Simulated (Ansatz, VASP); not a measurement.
IrSe: VASP beside Ansatz

```xyz
2
Lattice="0.0000 2.8005 2.8005 2.8005 0.0000 2.8005 2.8005 2.8005 0.0000" Properties=species:S:1:pos:R:3 pbc="T T T"
Ir    0.0000    0.0000    0.0000
Se    1.4002    1.4002    1.4002
```

Alike in both runs: task single point; functional PBE; k mesh 10 × 10 × 10; occupations gaussian, width 0.05 eV; no spin polarisation.

|  | VASP | Ansatz |
| --- | --- | --- |
| version | VASP 6.6.1 | Ansatz 0.2.0 |
| potentials or method | VASP PAW PBE potentials, release 64 (Ir, Se), cutoff 520 eV | scalar-relativistic, plane waves, PAW |
| valence electrons in the cell | 15 | 33 |

VASP gave:

- gap on the k mesh at the Fermi level (eV): none
- pressure (GPa): -2.0

**Question.** Which values does Ansatz return?

**Answer.** gap on the k mesh at the Fermi level (eV): none; pressure (GPa): -2.3.

A gap of «none» marks a metal or a gap that the smearing closes. With one functional, cell and mesh, what is left measures potentials, basis and numerics. VASP's potentials hold 15 valence electrons a cell and Ansatz's 33, so a difference there can come from the potentials and not from the codes.

Spin-orbit coupling is off throughout.
